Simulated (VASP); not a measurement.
The system is Ti.

```
Ti
1.0
     0.00000    2.00053    2.00053
     2.00053    0.00000    2.00053
     2.00053    2.00053    0.00000
Ti
1
Direct
  0.00000 0.00000 0.00000
```

This isn't the form of Ti at room conditions, which is hcp.

Base run:

- Program: VASP 6.6.1
- Functional: LDA
- Potentials or basis: VASP PAW LDA potentials, release 64 (Ti_sv)
- Cutoff: 520 eV
- k mesh: 22 × 22 × 22
- Occupations: gaussian, width 0.15 eV
- Spin: collinear spin
- Starting moments: [0.75] μB
- Fixed moment: 0.75 μB

Its results: pressure 2.1 GPa; site moments Ti +0.53 μB.

Task: The run is repeated on the same cell with these changes: fixed moment from 0.75 μB to 0.375 μB; moments at the start from [0.75] to [0.38]. What comes out?

Result: Pressure 0.5 GPa; site moments Ti +0.27 μB.

Caveats: the total moment is fixed, so each spin has its own Fermi level and the state may be an excited one.
